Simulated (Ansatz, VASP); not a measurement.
# LaB6: VASP beside Ansatz

```
La B
1.0
     4.12992    0.00000    0.00000
     0.00000    4.12992    0.00000
     0.00000    0.00000    4.12992
La B
1 6
Direct
  0.00000 0.00000 0.00000
  0.19966 0.50000 0.50000
  0.50000 0.19966 0.50000
  0.80034 0.50000 0.50000
  0.50000 0.80034 0.50000
  0.50000 0.50000 0.19966
  0.50000 0.50000 0.80034
```

Alike in both runs: functional PBEsol; k mesh 8 × 8 × 8; occupations fermi-dirac, width 0.1 eV; no spin polarisation.

Ansatz relaxed the structure, and its values are those at the end. VASP's run is a single point on that final structure, the one shown.

|  | VASP | Ansatz |
| --- | --- | --- |
| version | VASP 6.6.1 | Ansatz 0.2.0 |
| potentials or method | VASP PAW PBE potentials, release 64 (La, B), cutoff 520 eV | PAW plane waves |
| valence electrons in the cell | 29 | 29 |

```csv
,VASP,Ansatz,Ansatz less VASP
gap on the k mesh at the Fermi level (eV),none,none,-
pressure (GPa),0.1,0.0,-0.16
rms of the force components (eV/Å),0.015,0.000,-0.0148
```

VASP's potentials were made for PBE, not for PBEsol, and Ansatz warns of the same on its side. A gap of «none» marks a metal or a gap that the smearing closes. With one functional, cell and mesh, what is left measures potentials, basis and numerics.

Neither program's run includes spin-orbit coupling.
